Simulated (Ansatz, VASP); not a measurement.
**Two plane-wave programs on Cu**

```
Cu
1.0
     0.00000   -2.29226    0.00000
    -6.97385    0.00000  -21.74334
     8.08203    0.00000  -10.87167
Cu
1
Direct
  0.50000 0.25000 0.50000
```

Alike in both runs: task single point; functional PBE; dispersion D3(BJ); k mesh 25 × 3 × 6; occupations gaussian, width 0.15 eV; no spin polarisation.

```csv
,VASP,Ansatz
version,VASP 6.6.1,Ansatz 0.2.0
potentials or method,"VASP PAW PBE potentials, release 64 (Cu), cutoff 520 eV","scalar-relativistic, plane waves, PAW"
valence electrons in the cell,11,19
```

|  | VASP | Ansatz | Ansatz less VASP |
| --- | --- | --- | --- |
| gap on the k mesh at the Fermi level (eV) | none | none | - |
| pressure (GPa) | 0.0 | 0.0 | 0.00 |

A gap of «none» marks a metal or a gap that the smearing closes. VASP's potentials hold 11 valence electrons a cell and Ansatz's 19, so a difference there can come from the potentials and not from the codes.
